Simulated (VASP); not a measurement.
Wanted: the native input for a VASP 6.6.1 run.

```
Task                   : single point
Functional             : PBEsol
Potentials or basis    : VASP PAW PBE potentials, release 64 (Pb_d, F)
Cutoff                 : 520 eV
k mesh                 : 12 × 12 × 12
Occupations            : fermi-dirac, width 0.1 eV
Spin                   : no spin polarisation
Dipole correction      : no
Further INCAR settings : ALGO = Normal; EDIFF = 1e-06; NBANDS = 21
```

The structure of PbF2 (Fluorocronite) lies in POSCAR:

```
PbF2
1.0
    2.9493365917      2.9493365917      0.0000000000
   -2.9493365917      2.9493365917      0.0000000000
    0.0000000000      2.9493365917      2.9493365917
Pb F
1 2
Direct
    0.0000000000      0.0000000000      0.0000000000
    0.2500000000      0.7500000000      0.5000000000
    0.7500000000      0.2500000000      0.5000000000
```

The input as run:

INCAR

```
SYSTEM = PbF2
ALGO = Normal
EDIFF = 1E-6
ENCUT = 520
GGA = PS
ISIF = 2
ISMEAR = -1
LASPH = .TRUE.
LCHARG = .FALSE.
LREAL = .FALSE.
LWAVE = .FALSE.
NBANDS = 21
NELM = 80
PREC = Accurate
SIGMA = 0.1
```

KPOINTS

```
k-points
0
G
  12 12 12
  0 0 0
```

Potentials or basis: VASP PAW PBE potentials, release 64 (Pb_d, F).

Command:

```console
$ cat potpaw_PBE.64/Pb_d/POTCAR potpaw_PBE.64/F/POTCAR > POTCAR
$ mpirun -np 1 vasp_std > vasp.out
```

It gave:

| Property | Result |
| --- | --- |
| Pressure | -0.2 GPa |
| Band gap on the k mesh | 4.30 eV, indirect (least direct gap 4.45 eV) |

Caveat: the PAW data sets were made with another functional, which shifts forces and pressure a little; spin-orbit coupling is left out, which moves the levels of the heavy elements.

Wall time 100 s on 1 thread of Intel(R) Xeon(R) Platinum 8259CL CPU @ 2.50GHz (Skylake/Cascade Lake) (shared host), peak memory 0.21 GiB.
